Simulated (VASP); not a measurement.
## LiF: single point with PBE

LiF:

```xyz
2
Lattice="0.0374 1.9923 1.9923 1.9923 0.0374 1.9923 1.9923 1.9923 0.0374" Properties=species:S:1:pos:R:3 pbc="T T T"
Li    0.0000    0.0000    0.0000
F     2.0110    2.0110    2.0110
```

This cell differs from its parent crystal: epitaxial 111 strain -2.0%.

- Program: VASP 6.6.1
- Task: single point
- Functional: PBE
- Potentials or basis: VASP PAW PBE potentials, release 64 (Li_sv, F)
- Cutoff: 520 eV
- k mesh: 6 × 6 × 6
- Occupations: gaussian, width 0.01 eV
- Spin: no spin polarisation

```json
{"Band gap on the k mesh": "9.59 eV, direct"}
```

Levels at points of the mesh, in eV from the valence-band top:
```tsv
k point	band 2	band 3	band 4	band 5	band 6	band 7	band 8	band 9
(0.00, 0.00, 0.00)	-20.21	-0.17	0.00	0.00	9.59	24.24	24.45	24.84
(0.50, 0.00, 0.00)	-19.70	-2.76	-0.38	-0.29	10.99	17.53	19.04	19.38
(0.50, 0.50, 0.00)	-19.41	-3.33	-1.24	-1.06	15.33	16.69	18.17	20.75
(0.50, 0.50, 0.50)	-19.78	-2.79	-0.22	-0.22	11.17	17.10	19.71	19.71
```

It took 4.7 s on 1 thread of Intel(R) Xeon(R) Platinum 8488C (Sapphire Rapids) (shared host), peak memory 0.13 GiB.

Caveat: the k points lie up to 0.46 Å⁻¹ apart; the cell differs from its parent crystal (epitaxial 111 strain -2.0%).
